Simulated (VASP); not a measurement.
**Ta3AsAu2O13: single point with PBEsol+D3(BJ)**

Ta3AsAu2O13:

```
Ta As Au O
1.0
     5.73219    0.17742    0.14951
     2.32164    5.56807    0.12168
     2.04336    1.76275    7.50350
Ta As Au O
3 1 2 13
Direct
  0.39052 0.04673 0.57688
  0.92076 0.67392 0.75545
  0.07921 0.28314 0.17920
  0.03991 0.90679 0.02729
  0.23716 0.67880 0.37103
  0.71293 0.41001 0.59229
  0.15788 0.60190 0.16983
  0.83751 0.14347 0.12822
  0.24551 0.96534 0.82843
  0.82286 0.85532 0.94393
  0.72519 0.74956 0.53186
  0.19111 0.40892 0.58999
  0.29477 0.93170 0.15007
  0.68548 0.06937 0.64397
  0.13950 0.42544 0.92844
  0.32854 0.16897 0.34037
  0.20978 0.80878 0.58203
  0.71287 0.47168 0.82383
  0.76849 0.40017 0.33690
```

| Item | Value |
| --- | --- |
| Program | VASP 6.6.1 |
| Task | single point |
| Functional | PBEsol |
| Dispersion | D3(BJ) |
| Potentials or basis | VASP PAW PBE potentials, release 64 (Ta_pv, As, Au, O) |
| Cutoff | 520 eV |
| k mesh | 4 × 4 × 3 |
| Occupations | fermi-dirac, width 0.05 eV |
| Spin | no spin polarisation |

```
Pressure                   : 1.2 GPa
Largest force              : 0.427 eV/Å
Band gap on the k mesh     : 1.50 eV (least direct gap 1.62 eV)
Dispersion energy per atom : -0.183 eV
```

Forces on the atoms (eV/Å):
```
Ta  -0.008 -0.013  0.036
Ta   0.071  0.068 -0.118
Ta   0.065  0.001  0.013
As   0.124 -0.126  0.069
Au   0.022 -0.038  0.030
Au  -0.043 -0.059 -0.003
O    0.013 -0.178  0.101
O   -0.137  0.361  0.182
O    0.150 -0.001 -0.217
O   -0.252 -0.033 -0.064
O    0.040  0.029 -0.035
O   -0.016  0.016  0.033
O    0.051 -0.035 -0.049
O    0.064  0.001  0.013
O    0.049 -0.011 -0.087
O    0.015  0.007 -0.090
O    0.010  0.010  0.016
O   -0.110 -0.069  0.096
O   -0.108  0.072  0.076
```

Stress tensor (GPa, compression positive):
```
0.98 0.11 0.03
0.11 1.20 0.10
0.03 0.10 1.57
```

Levels at points of the mesh, in eV from the valence-band top:
```csv
k point,band 66,band 67,band 68,band 69,band 70,band 71,band 72,band 73
"(0.00, 0.00, 0.00)",-0.58,-0.49,-0.37,-0.08,1.66,1.79,3.26,3.71
"(0.50, 0.00, 0.00)",-0.52,-0.36,-0.23,0.00,1.73,1.81,3.40,3.64
"(0.00, 0.50, 0.00)",-0.62,-0.51,-0.35,-0.07,1.87,2.22,3.39,3.49
"(0.50, 0.50, 0.00)",-0.53,-0.41,-0.26,-0.05,1.86,2.16,3.11,3.72
```

Run time: 19 min on 1 thread of AMD EPYC 7R43 64-Core Processor (Zen 3), with other jobs on the host, peak memory 0.52 GiB.

Caveat: the PAW data sets were made with another functional, which shifts forces and pressure a little; spin-orbit coupling is left out, which moves the levels of the heavy elements; an odd mesh through Γ misses points on the zone boundary, where band edges can lie.
